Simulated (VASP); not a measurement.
# MgB2 (P6/mmm) in VASP: single point with PBE

Aim: the single point of MgB2 with PBE.

Program: VASP 6.6.1. These are calculated values, not measurements. Logs are shortened: lines on timing, memory, paths and dates and some standing lists are left out, and cuts for length are marked.

**1. The cell of the first run**

It takes space group P6/mmm (No. 191, hexagonal). The conventional cell has a = 3.075 Å, b = 3.075 Å, c = 3.525 Å, α = 90.00°, β = 90.00°, γ = 120.00°. Within 3.3 Å of Mg (site symmetry 6/mmm) lie 12 B at 2.50 Å and 6 Mg at 3.07 to 3.08 Å. Within 2.4 Å of B (site symmetry -6m2) lie 3 B at 1.78 Å.

**2. Single point, PBE**

File INCAR:

```
SYSTEM = MgB2
PREC = Accurate
ENCUT = 600
EDIFF = 1E-6
ISMEAR = -1
SIGMA = 0.1
LREAL = .FALSE.
LASPH = .TRUE.
NELM = 120
ALGO = Normal
ISIF = 2
LWAVE = .FALSE.
LCHARG = .FALSE.
GGA = PE
NBANDS = 11
GGA_COMPAT = .FALSE.
```

File KPOINTS:

```
regular mesh
0
G
  8 8 6
  0 0 0
```

File POSCAR:

```
MgB2
1.0
    1.5375000000     -2.6630281166      0.0000000000
    1.5375000000      2.6630281166      0.0000000000
    0.0000000000      0.0000000000      3.5250000000
Mg B
1 2
Direct
    0.0000000000      0.0000000000      0.0000000000
    0.3333333333      0.6666666667      0.5000000000
    0.6666666667      0.3333333333      0.5000000000
```

Potentials or basis: VASP PAW PBE potentials, release 64 (Mg, B).

Started as:

```console
$ cat potpaw_PBE.64/Mg/POTCAR potpaw_PBE.64/B/POTCAR > POTCAR
$ mpirun -np 1 vasp_std > vasp.out
```

OUTCAR:

```text
SYSTEM = MgB2
   PREC = Accurate
   ENCUT = 600
   EDIFF = 1E-6
   ISMEAR = -1
   LREAL = .FALSE.
   LASPH = .TRUE.
   NELM = 120
   ISIF = 2
   GGA = PE

 ion  position               nearest neighbor table
   1  0.000  0.000  0.000-   2 2.50   3 2.50   2 2.50   3 2.50   3 2.50   3 2.50   2 2.50   2 2.50
                             3 2.50   3 2.50   2 2.50   2 2.50
   2  0.333  0.667  0.500-   3 1.78   3 1.78   3 1.78   1 2.50   1 2.50   1 2.50   1 2.50   1 2.50
                             1 2.50
   3  0.667  0.333  0.500-   2 1.78   2 1.78   2 1.78   1 2.50   1 2.50   1 2.50   1 2.50   1 2.50
                             1 2.50

  LATTYP: Found a hexagonal cell.
 ALAT       =     3.0750000000
 C/A-ratio  =     1.1463414634

  Lattice vectors:

 A1 = (   1.5375000000,  -2.6630281166,   0.0000000000)
 A2 = (   1.5375000000,   2.6630281166,   0.0000000000)
 A3 = (   0.0000000000,   0.0000000000,   3.5250000000)

Analysis of symmetry for initial positions (statically):
=====================================================================
 Subroutine PRICEL returns:
 Original cell was already a primitive cell.

 Routine SETGRP: Setting up the symmetry group for a
 hexagonal supercell.

 Subroutine GETGRP returns: Found 24 space group operations
 (whereof 24 operations were pure point group operations)
 out of a pool of 24 trial point group operations.

The static configuration has the point symmetry D_6h.

Analysis of symmetry for dynamics (positions and initial velocities):
=====================================================================
 Subroutine PRICEL returns:
 Original cell was already a primitive cell.

 Routine SETGRP: Setting up the symmetry group for a
 hexagonal supercell.

 Subroutine GETGRP returns: Found 24 space group operations
 (whereof 24 operations were pure point group operations)
 out of a pool of 24 trial point group operations.

The dynamic configuration has the point symmetry D_6h.

 Subroutine INISYM returns: Found 24 space group operations
 (whereof 24 operations are pure point group operations),
 and found     1 'primitive' translations

----------------------------------------------------------------------------------------

                                     Primitive cell

  volume of cell :      28.8656

  direct lattice vectors                    reciprocal lattice vectors
     1.537500000 -2.663028117  0.000000000     0.325203252 -0.187756185  0.000000000
     1.537500000  2.663028117  0.000000000     0.325203252  0.187756185  0.000000000
     0.000000000  0.000000000  3.525000000     0.000000000  0.000000000  0.283687943

  length of vectors
     3.075000000  3.075000000  3.525000000     0.375512370  0.375512370  0.283687943

  position of ions in fractional coordinates (direct lattice)
     0.000000000  0.000000000  0.000000000
     0.333333333  0.666666667  0.500000000
     0.666666667  0.333333333  0.500000000

  ion indices of the primitive-cell ions
   primitive index   ion index
                 1           1
                 2           2
                 3           3

----------------------------------------------------------------------------------------

 KPOINTS: regular mesh

Automatic generation of k-mesh.
 Grid dimensions read from file:
 generate k-points for:    8    8    6

 Generating k-lattice:

  Cartesian coordinates                     Fractional coordinates (reciprocal lattice)
     0.040650407 -0.023469523  0.000000000     0.125000000  0.000000000  0.000000000
     0.040650407  0.023469523  0.000000000     0.000000000  0.125000000  0.000000000
     0.000000000  0.000000000  0.047281324     0.000000000  0.000000000  0.166666667

  Length of vectors
     0.046939046  0.046939046  0.047281324

  Shift w.r.t. Gamma in fractional coordinates (k-lattice)
     0.000000000  0.000000000  0.000000000

 Subroutine IBZKPT returns following result:
 ===========================================

 Found     40 irreducible k-points:

 Following reciprocal coordinates:
            Coordinates               Weight
  0.000000  0.000000  0.000000      1.000000
  0.125000  0.000000  0.000000      6.000000
  0.250000  0.000000  0.000000      6.000000
  0.375000  0.000000  0.000000      6.000000
  0.500000  0.000000  0.000000      3.000000
  0.125000  0.125000  0.000000      6.000000
[... 16 lines left out ...]
  0.250000  0.000000  0.333333     12.000000
  0.375000  0.000000  0.333333     12.000000
 [... further k-points ...]
   k-points           NKPTS =     40   k-points in BZ     NKDIM =     40   number of bands    NBANDS=     11
   number of dos      NEDOS =    301   number of ions     NIONS =      3
   total plane-waves  NPLWV =  21952
   dimension x,y,z NGX =    28 NGY =   28 NGZ =   28
   dimension x,y,z NGXF=    56 NGYF=   56 NGZF=   56
   ions per type =               1   2
   NGX,Y,Z   is equivalent  to a cutoff of  15.14, 15.14, 13.21 a.u.
   NGXF,Y,Z  is equivalent  to a cutoff of  30.28, 30.28, 26.41 a.u.
 SYSTEM =  MgB2
   PREC   = accura    normal or accurate (medium, high low for compatibility)
   ISTART =      0    job   : 0-new  1-cont  2-samecut
   ICHARG =      2    charge: 1-file 2-atom 10-const
   ISPIN  =      1    spin polarized calculation?
   LNONCOLLINEAR =      F non collinear calculations
   LSORBIT =      F    spin-orbit coupling
   LASPH  =      T    aspherical Exc in radial PAW
   ENCUT  =  600.0 eV  44.10 Ry    6.64 a.u.   6.14  6.14  7.04*2*pi/ulx,y,z
   NELM   =    120;   NELMIN=  2; NELMDL= -5     # of ELM steps
   EDIFF  = 0.1E-05   stopping-criterion for ELM
   LREAL  =      F    real-space projection
   EDIFFG = 0.1E-04   stopping-criterion for IOM
   NSW    =      0    number of steps for IOM
   IBRION =     -1    ionic relax: 0-MD 1-quasi-New 2-CG
   NFREE  =      0    steps in history (QN), initial steepest desc. (CG)
   ISIF   =      2    stress and relaxation
   ISYM   =      2    0-nonsym 1-usesym 2-fastsym
   POTIM  = 0.5000    time-step for ionic-motion
   TEBEG  =    0.0;   TEEND  =   0.0 temperature during run
   PSTRESS=    0.0 pullay stress
   NELECT =       8.0000    total number of electrons
   NUPDOWN=      -1.0000    fix difference up-down
   EMIN   =  10.00;   EMAX   =-10.00  energy-range for DOS
   EFERMI =   0.00;   METHOD = LEGACY
   ISMEAR =    -1;   SIGMA  =   0.10  broadening in eV -4-tet -1-fermi 0-gaus
   EFERMI_NEDOS =   21; number of points for ismear=-14 and -15
   IALGO  =     38    algorithm
   IMIX   =      4    mixing-type and parameters
     AMIX     =   0.40;   BMIX     =  1.00
     AMIX_MAG =   1.60;   BMIX_MAG =  1.00
  volume/ion in A,a.u.               =       9.62        64.93
  Fermi-wavevector in a.u.,A,eV,Ry     =   1.067361  2.017021 15.500578  1.139260
  Thomas-Fermi vector in A             =   2.202975
   LORBIT       =      0    0 simple, 1 ext, 2 COOP (PROOUT), +10 PAW based schemes
   GGA     = PE    functional components
   LHFCALC =     F    Hartree Fock is set to
   AEXX    =    0.0000 exact exchange contribution
   IVDW    =     0    specifies the selected vdW correction
   LEPSILON=     F    determine dielectric tensor
   LRPA    =     F    only Hartree local field effects (RPA)
 non-spin polarized calculation
  energy-cutoff  :      600.00
  volume of cell :       28.87
 maximum number of plane-waves:       986
 NGX is ok and might be reduce to    28
   NGX = 13   NGY = 13   NGZ = 15

 number of electron       8.0000000 magnetization

 Free energy of the ion-electron system (eV)
  ---------------------------------------------------
  ext. energy  EPLUGINS =         0.00000000
  ---------------------------------------------------
  free energy    TOTEN  =       -15.33188267 eV

  energy without entropy =      -15.30113472  energy(sigma->0) =      -15.31650869

 E-fermi :   5.2929     XC(G=0): -10.9335

 val. band max:        5.2390415776   @ k =   0.2500   0.2500   0.5000
 cond. band min:       5.3150955293   @ k =   0.2500   0.2500   0.0000
 fundamental gap:      0.0760539517
 Fermi energy:         5.2928768292

 k-point     1 :       0.0000    0.0000    0.0000
  band No.  band energies     occupation
      1      -7.1490      2.00000
      2       2.3187      2.00000
      3       5.6842      0.03917
      4       5.6842      0.03917
      5       6.9121      0.00000
      6      11.6660      0.00000
      7      11.6660      0.00000
      8      13.5038      0.00000
      9      15.3077      0.00000
     10      18.0679      0.00000
     11      21.4888      0.00000

 k-point     2 :       0.1250    0.0000    0.0000
  band No.  band energies     occupation
      1      -6.8766      2.00000
      2       2.5848      2.00000
      3       4.4154      1.99969
      4       5.1036      1.73812
      5       7.1612      0.00000
      6      11.4171      0.00000
      7      12.7960      0.00000
      8      14.0782      0.00000
      9      14.3665      0.00000
     10      19.3481      0.00000
     11      20.4006      0.00000

 k-point     3 :       0.2500    0.0000    0.0000
  band No.  band energies     occupation
      1      -6.0668      2.00000
      2       1.9265      2.00000
      3       3.3673      2.00000
      4       4.1119      1.99999
      5       7.8916      0.00000
      6      10.6994      0.00000
      7      12.1532      0.00000
      8      14.6119      0.00000
      9      15.3690      0.00000
     10      19.2656      0.00000
     11      19.5765      0.00000
[... 267 lines left out ...]
 k-point    23 :       0.2500    0.0000    0.3333
  band No.  band energies     occupation
      1      -5.2870      2.00000
      2      -0.0330      2.00000
      3       2.3884      2.00000
      4       4.3422      1.99985
      5       9.1318      0.00000
      6      11.2610      0.00000
      7      13.6958      0.00000
      8      15.6058      0.00000
      9      15.9822      0.00000
     10      16.3660      0.00000
     11      17.2614      0.00000

 k-point    24 :       0.3750    0.0000    0.3333
  band No.  band energies     occupation
      1      -4.0263      2.00000
      2      -0.0619      2.00000
      3       1.3511      2.00000
      4       3.6050      2.00000
      5       6.4271      0.00002
      6      10.7966      0.00000
      7      14.5561      0.00000
      8      15.1287      0.00000
      9      15.5882      0.00000
     10      18.3194      0.00000
     11      18.8759      0.00000

 [... further k-points ...]
[... 5 lines left out ...]
  --------------------------------------------------------------------------------------
  -------------------------------------------------------------------------------------
  Total        0.0630602      0.0630602     -0.1795006      0.0000000     -0.0000000     -0.0000000
  in kB        3.5001446      3.5001446     -9.9631434      0.0000000     -0.0000000     -0.0000000
  external PRESSURE =      -0.9876181 kB  Pullay stress =       0.0000000 kB

 VOLUME and BASIS-vectors are now :
 -----------------------------------------------------------------------------
  energy-cutoff  :      600.00
  volume of cell :       28.87
      direct lattice vectors                 reciprocal lattice vectors
     1.537500000 -2.663028117  0.000000000     0.325203252 -0.187756185  0.000000000
     1.537500000  2.663028117  0.000000000     0.325203252  0.187756185  0.000000000
     0.000000000  0.000000000  3.525000000     0.000000000  0.000000000  0.283687943

 POSITION                                       TOTAL-FORCE (eV/Angst)
 -----------------------------------------------------------------------------------
      0.00000      0.00000      0.00000        -0.000000      0.000000     -0.000000
      1.53750      0.88768      1.76250         0.000000     -0.000000      0.000000
      1.53750     -0.88768      1.76250        -0.000000     -0.000000     -0.000000
 -----------------------------------------------------------------------------------
    total drift:                                0.000000      0.000000     -0.000000

  FREE ENERGIE OF THE ION-ELECTRON SYSTEM (eV)
  ---------------------------------------------------
  free  energy   TOTEN  =       -15.3318826669 eV

  energy  without entropy=      -15.3011347221  energy(sigma->0) =      -15.31650869
```

Wall time 12 s (1 thread of Intel Xeon Platinum 8488C (Sapphire Rapids), shared host); peak memory 0.15 GiB.

What came out:

* Free energy: -15.3319 eV
* Pressure: -0.1 GPa
* Band gap on the k mesh: zero (band 4 reaches 6.39 eV, above the bottom of band 5 at 3.87 eV)
